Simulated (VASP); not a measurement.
# P in VASP: further runs, part 2 of 2

VASP 6.6.1.

## 3. Single point, PBEsol (strain +0.025 along x and y, -0.025 along z)

The input, INCAR:

```
SYSTEM = P
ALGO = Normal
EDIFF = 1E-6
ENCUT = 520
GGA = PS
ISIF = 2
ISMEAR = 0
LASPH = .True.
LCHARG = .True.
LELF = .True.
LREAL = .False.
LVHAR = .True.
LWAVE = .False.
NBANDS = 18
NELM = 100
PREC = Accurate
SIGMA = 0.05
```

The input, KPOINTS:

```
k-points
0
Gamma
  8 1 6
  0 0 0
```

The input, POSCAR:

```
P
1.0
    3.3658209130      0.0000000000      0.0000000000
    0.0000000000     35.7284567647      0.0000000000
    0.0000000000      0.0000000000      4.5162825922
P
4
Direct
    0.0000000000      0.9702614300      0.5921507200
    0.0000000000      0.0297385700      0.4078492800
    0.5000000000      0.0297385700      0.0921507200
    0.5000000000      0.9702614300      0.9078492800
```

Potentials or basis: VASP PAW PBE potentials, release 64 (P).

Launch:

```
$ cat potpaw_PBE.64/P/POTCAR > POTCAR
$ mpirun -np 1 vasp_std > vasp.out
```

OUTCAR:

```text
SYSTEM = P
   EDIFF = 1E-6
   ENCUT = 520
   GGA = PS
   ISIF = 2
   ISMEAR = 0
   LASPH = .True.
   LREAL = .False.
   NELM = 100
   PREC = Accurate

 ion  position               nearest neighbor table
   1  0.000  0.970  0.592-   4 2.21   4 2.21   2 2.28
   2  0.000  0.030  0.408-   3 2.21   3 2.21   1 2.28
   3  0.500  0.030  0.092-   2 2.21   2 2.21   4 2.28
   4  0.500  0.970  0.908-   1 2.21   1 2.21   3 2.28

  LATTYP: Found a simple orthorhombic cell.
 ALAT       =     3.3658209130
 B/A-ratio  =     1.3418071576
 C/A-ratio  =    10.6150795566

  Lattice vectors:

 A1 = (  -3.3658209130,   0.0000000000,   0.0000000000)
 A2 = (   0.0000000000,   0.0000000000,   4.5162825922)
 A3 = (   0.0000000000,  35.7284567647,   0.0000000000)

Analysis of symmetry for initial positions (statically):
=====================================================================
 Subroutine PRICEL returns:
 Original cell was already a primitive cell.

 Routine SETGRP: Setting up the symmetry group for a
 simple orthorhombic supercell.

 Subroutine GETGRP returns: Found  8 space group operations
 (whereof  4 operations were pure point group operations)
 out of a pool of  8 trial point group operations.

The static configuration has the point symmetry C_2h.
 The point group associated with its full space group is D_2h.

Analysis of symmetry for dynamics (positions and initial velocities):
=====================================================================
 Subroutine PRICEL returns:
 Original cell was already a primitive cell.

 Routine SETGRP: Setting up the symmetry group for a
 simple orthorhombic supercell.

 Subroutine GETGRP returns: Found  8 space group operations
 (whereof  4 operations were pure point group operations)
 out of a pool of  8 trial point group operations.

The dynamic configuration has the point symmetry C_2h.
 The point group associated with its full space group is D_2h.

 Subroutine INISYM returns: Found  8 space group operations
 (whereof  4 operations are pure point group operations),
 and found     1 'primitive' translations

----------------------------------------------------------------------------------------

                                     Primitive cell

  volume of cell :     543.1082

  direct lattice vectors                    reciprocal lattice vectors
     3.365820913  0.000000000  0.000000000     0.297104340  0.000000000  0.000000000
     0.000000000 35.728456765  0.000000000     0.000000000  0.027988894  0.000000000
     0.000000000  0.000000000  4.516282592     0.000000000  0.000000000  0.221421043

  length of vectors
     3.365820913 35.728456765  4.516282592     0.297104340  0.027988894  0.221421043

  position of ions in fractional coordinates (direct lattice)
     0.000000000  0.970261430  0.592150720
     0.000000000  0.029738570  0.407849280
     0.500000000  0.029738570  0.092150720
     0.500000000  0.970261430  0.907849280

  ion indices of the primitive-cell ions
   primitive index   ion index
                 1           1
                 2           2
                 3           3
                 4           4

[... 21 lines left out ...]
 Subroutine IBZKPT returns following result:
 ===========================================

 Found     20 irreducible k-points:

 Following reciprocal coordinates:
            Coordinates               Weight
  0.000000  0.000000  0.000000      1.000000
  0.125000  0.000000  0.000000      2.000000
  0.250000  0.000000  0.000000      2.000000
  0.375000  0.000000  0.000000      2.000000
  0.500000  0.000000  0.000000      1.000000
  0.000000  0.000000  0.166667      2.000000
[... 12 lines left out ...]
  0.375000  0.000000  0.500000      2.000000
  0.500000  0.000000  0.500000      1.000000
   k-points           NKPTS =     20   k-points in BZ     NKDIM =     20   number of bands    NBANDS=     18
   number of dos      NEDOS =    301   number of ions     NIONS =      4
   total plane-waves  NPLWV = 272160
   dimension x,y,z NGX =    28 NGY =  270 NGZ =   36
   dimension x,y,z NGXF=    56 NGYF=  540 NGZF=   72
   ions per type =               4
   NGX,Y,Z   is equivalent  to a cutoff of  13.83, 12.56, 13.25 a.u.
   NGXF,Y,Z  is equivalent  to a cutoff of  27.66, 25.13, 26.50 a.u.
 SYSTEM =  P
   PREC   = accura    normal or accurate (medium, high low for compatibility)
   ISTART =      0    job   : 0-new  1-cont  2-samecut
   ICHARG =      2    charge: 1-file 2-atom 10-const
   ISPIN  =      1    spin polarized calculation?
   LNONCOLLINEAR =      F non collinear calculations
   LSORBIT =      F    spin-orbit coupling
   LASPH  =      T    aspherical Exc in radial PAW
   ENCUT  =  520.0 eV  38.22 Ry    6.18 a.u.   6.26 66.43  8.40*2*pi/ulx,y,z
   NELM   =    100;   NELMIN=  2; NELMDL= -5     # of ELM steps
   EDIFF  = 0.1E-05   stopping-criterion for ELM
   LREAL  =      F    real-space projection
   EDIFFG = 0.1E-04   stopping-criterion for IOM
   NSW    =      0    number of steps for IOM
   IBRION =     -1    ionic relax: 0-MD 1-quasi-New 2-CG
   NFREE  =      0    steps in history (QN), initial steepest desc. (CG)
   ISIF   =      2    stress and relaxation
   ISYM   =      2    0-nonsym 1-usesym 2-fastsym
   POTIM  = 0.5000    time-step for ionic-motion
   TEBEG  =    0.0;   TEEND  =   0.0 temperature during run
   PSTRESS=    0.0 pullay stress
   NELECT =      20.0000    total number of electrons
   NUPDOWN=      -1.0000    fix difference up-down
   EMIN   =  10.00;   EMAX   =-10.00  energy-range for DOS
   EFERMI =   0.00;   METHOD = LEGACY
   ISMEAR =     0;   SIGMA  =   0.05  broadening in eV -4-tet -1-fermi 0-gaus
   EFERMI_NEDOS =   21; number of points for ismear=-14 and -15
   IALGO  =     38    algorithm
   IMIX   =      4    mixing-type and parameters
     AMIX     =   0.40;   BMIX     =  1.00
     AMIX_MAG =   1.60;   BMIX_MAG =  1.00
  volume/ion in A,a.u.               =     135.78       916.27
  Fermi-wavevector in a.u.,A,eV,Ry     =   0.544657  1.029252  4.036178  0.296651
  Thomas-Fermi vector in A             =   1.573676
   LORBIT       =      0    0 simple, 1 ext, 2 COOP (PROOUT), +10 PAW based schemes
   GGA     = PS    functional components
   LHFCALC =     F    Hartree Fock is set to
   AEXX    =    0.0000 exact exchange contribution
   IVDW    =     0    specifies the selected vdW correction
   LEPSILON=     F    determine dielectric tensor
   LRPA    =     F    only Hartree local field effects (RPA)
 non-spin polarized calculation
 Gauss-broadening in eV      SIGMA  =   0.05
  energy-cutoff  :      520.00
  volume of cell :      543.11
 maximum number of plane-waves:     14689
 NGX is ok and might be reduce to    28
   NGX = 13   NGY =133   NGZ = 17

 number of electron      20.0000003 magnetization

 Free energy of the ion-electron system (eV)
  ---------------------------------------------------
  ext. energy  EPLUGINS =         0.00000000
  ---------------------------------------------------
  free energy    TOTEN  =       -22.76397031 eV

  energy without entropy =      -22.76397031  energy(sigma->0) =      -22.76397031

 E-fermi :  -3.1217     XC(G=0):  -1.7426

 val. band max:       -3.3547442730   @ k =   0.0000   0.0000   0.0000
 cond. band min:      -2.7018820988   @ k =   0.0000   0.0000   0.0000
 fundamental gap:      0.6528621742
 Fermi energy:        -3.1217022964

 k-point     1 :       0.0000    0.0000    0.0000
  band No.  band energies     occupation
      1     -18.4557      2.00000
      2     -16.0590      2.00000
      3     -12.3399      2.00000
      4      -9.1611      2.00000
      5      -7.9973      2.00000
      6      -7.8649      2.00000
[... 397 lines left out ...]
      5      -8.4630      2.00000
      6      -8.4630      2.00000
[... 10 lines left out ...]
     17       2.8640      0.00000
     18       2.8640      0.00000

------------------------ aborting loop because EDIFF is reached ----------------------------------------

  FORCE on cell =-STRESS in cart. coord.  units (eV):
  Direction    XX          YY          ZZ          XY          YZ          ZX
  --------------------------------------------------------------------------------------
  -------------------------------------------------------------------------------------
  Total       -2.2510362     -1.3171870      0.3295488      0.0000000      0.0000000      0.0000000
  in kB       -6.6405904     -3.8857214      0.9721739      0.0000000      0.0000000      0.0000000
  external PRESSURE =      -3.1847126 kB  Pullay stress =       0.0000000 kB

 VOLUME and BASIS-vectors are now :
 -----------------------------------------------------------------------------
  energy-cutoff  :      520.00
  volume of cell :      543.11
      direct lattice vectors                 reciprocal lattice vectors
     3.365820913  0.000000000  0.000000000     0.297104340  0.000000000  0.000000000
     0.000000000 35.728456765  0.000000000     0.000000000  0.027988894  0.000000000
     0.000000000  0.000000000  4.516282592     0.000000000  0.000000000  0.221421043

 POSITION                                       TOTAL-FORCE (eV/Angst)
 -----------------------------------------------------------------------------------
      0.00000     34.66594      2.67432        -0.000000      0.306531     -0.570817
      0.00000      1.06251      1.84196         0.000000     -0.306531      0.570817
      1.68291      1.06251      0.41618        -0.000000     -0.306531     -0.570817
      1.68291     34.66594      4.10010         0.000000      0.306531      0.570817
 -----------------------------------------------------------------------------------
    total drift:                               -0.000000      0.000000     -0.000000

  FREE ENERGIE OF THE ION-ELECTRON SYSTEM (eV)
  ---------------------------------------------------
  free  energy   TOTEN  =       -22.7639703120 eV

  energy  without entropy=      -22.7639703120  energy(sigma->0) =      -22.76397031
```

stdout:

```text
POSCAR found type information on POSCAR P
 POSCAR found :  1 types and       4 ions
 scaLAPACK will be used
 -----------------------------------------------------------------------------
|                                                                             |
|                                                                             |
|     You enforced a specific xc type in the INCAR file but a different       |
|     I HOPE YOU KNOW WHAT YOU ARE DOING!                                     |
|                                                                             |
 -----------------------------------------------------------------------------

 LDA part: xc-table for (Slater+PW92), standard interpolation
 POSCAR, INCAR and KPOINTS ok, starting setup
 FFT: planning ... GRIDC
 FFT: planning ... GRID_SOFT
 FFT: planning ... GRID
 WAVECAR not read
 entering main loop
```

It took 6.5 min on 1 thread of Intel Xeon 6975P-C, shared host; peak memory 0.66 GiB.

Results:

```
Free energy            : -22.7640 eV
Largest force          : 0.648 eV/Å
Band gap on the k mesh : 0.65 eV, direct
```

Forces in eV/Å, atoms in the order of the input:
```
P    0.000  0.307 -0.571
P    0.000 -0.307  0.571
P    0.000 -0.307 -0.571
P    0.000  0.307  0.571
```

Caveat: the cell differs from its parent crystal (strain +0.025 along x and y, -0.025 along z); the PAW data sets were made with another functional, which shifts forces and pressure a little.

## 4. Single point, PBEsol (strain +0.050 along x and y, -0.050 along z)

The input, INCAR:

```
SYSTEM = P
  ALGO = Normal
  EDIFF = 1E-7
  ENCUT = 520
  GGA = PS
  ISIF = 2
  ISMEAR = 0
  LASPH = .True.
  LCHARG = .True.
  LELF = .True.
  LREAL = .False.
  LVHAR = .True.
  LWAVE = .False.
  NBANDS = 18
  NELM = 80
  PREC = Accurate
  SIGMA = 0.05
```

KPOINTS is that of step 3.

The input, POSCAR:

```
P
1.0
    3.4479141060      0.0000000000      0.0000000000
    0.0000000000     36.5998825395      0.0000000000
    0.0000000000      0.0000000000      4.4004804745
P
4
Direct
    0.0000000000      0.9702614300      0.5921507200
    0.0000000000      0.0297385700      0.4078492800
    0.5000000000      0.0297385700      0.0921507200
    0.5000000000      0.9702614300      0.9078492800
```

Launch:

```
$ cat potpaw_PBE.64/P/POTCAR > POTCAR
$ mpirun -np 1 vasp_std > vasp.out
```

It took 6.9 min on 1 thread of Intel Xeon 6975P-C, shared host; peak memory 0.64 GiB.

Results (log left out):

| Property | Result |
| --- | --- |
| Free energy | -22.6302 eV |
| Largest force | 1.046 eV/Å |
| Band gap on the k mesh | 0.43 eV, direct |

Forces on the atoms (eV/Å):
```
P    0.000  0.617 -0.845
P    0.000 -0.617  0.845
P    0.000 -0.617 -0.845
P    0.000  0.617  0.845
```

Levels at points of the mesh, in eV from the valence-band top:
```
           k point  band 8  band 9  band 10  band 11  band 12  band 13
(0.00, 0.00, 0.00)   -2.83   -1.75     0.00     0.43     0.59     1.58
(0.50, 0.00, 0.00)   -2.73   -2.22    -2.22     1.23     1.23     2.14
(0.00, 0.00, 0.50)   -3.13   -1.16    -1.16     1.14     1.14     3.06
(0.50, 0.00, 0.50)   -4.82   -1.48    -1.48     1.81     1.81     4.66
```

Caveat: the cell differs from its parent crystal (strain +0.050 along x and y, -0.050 along z); the PAW data sets were made with another functional, which shifts forces and pressure a little.

## 5. Overview

| cell | gap on the mesh (eV) | largest force (eV/Å) |
| --- | --- | --- |
| a = 3.284, b = 34.857, c = 4.748 Å, 4 atoms | 1.04 | 0.12 |
| a = 3.366, b = 35.728, c = 4.516 Å, 4 atoms | 0.65 | 0.65 |
| a = 3.448, b = 36.600, c = 4.400 Å, 4 atoms | 0.43 | 1.05 |

Alike in all rows: task single point; level PBEsol; potentials or basis VASP PAW PBE potentials, release 64 (P); no spin polarisation; k mesh 8 × 1 × 6; cutoff (eV) 520; smearing gaussian 0.05 eV.

Caveats: the PAW data sets were made with another functional, which shifts forces and pressure a little.

Absolute energies hang on the potentials; compare differences alone.
